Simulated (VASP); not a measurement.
Write the native input for VASP 6.6.1 that does the following.

```
Task                   : single point
Functional             : PBE
Potentials or basis    : VASP PAW PBE potentials, release 64 (B, P)
Cutoff                 : 520 eV
k mesh                 : 10 × 10 × 10
Occupations            : gaussian, width 0.05 eV
Spin                   : no spin polarisation
Dipole correction      : no
Further INCAR settings : ALGO = Normal; EDIFF = 1e-07; NBANDS = 11
```

The structure of BP lies in POSCAR:

```
BP
1.0
    0.0000000000      1.9286500000      2.2690000000
    1.9286500000      0.0000000000      2.2690000000
    1.9286500000      1.9286500000      0.0000000000
B P
1 1
Direct
    0.0000000000      0.0000000000      0.0000000000
    0.7500000000      0.7500000000      0.7500000000
```

This cell differs from its parent crystal: strain -0.1500 x Voigt [1, 1, 0, 0, 0, 0].

The input as run:

INCAR

```
SYSTEM = BP
PREC = Accurate
ENCUT = 520
EDIFF = 1E-7
ISMEAR = 0
SIGMA = 0.05
LREAL = .False.
LASPH = .True.
NELM = 80
ALGO = Normal
ISIF = 2
LWAVE = .False.
LCHARG = .True.
GGA = PE
LELF = .True.
LVHAR = .True.
NBANDS = 11
```

KPOINTS

```
Automatic mesh
0
Gamma
  10 10 10
  0 0 0
```

Potentials or basis: VASP PAW PBE potentials, release 64 (B, P).

The run is started by

```sh
$ cat potpaw_PBE.64/B/POTCAR potpaw_PBE.64/P/POTCAR > POTCAR
$ mpirun -np 1 vasp_std > vasp.out
```

It gave:

The pressure is 95.4 GPa and the band gap on the k mesh is zero (band 4 reaches 12.54 eV, above the bottom of band 5 at 11.86 eV).

Caveat: the cell differs from its parent crystal (strain -0.1500 x Voigt [1, 1, 0, 0, 0, 0]).

Wall time 14 s on 1 thread of Intel(R) Xeon(R) Platinum 8488C (Sapphire Rapids) (shared host), peak memory 0.14 GiB.
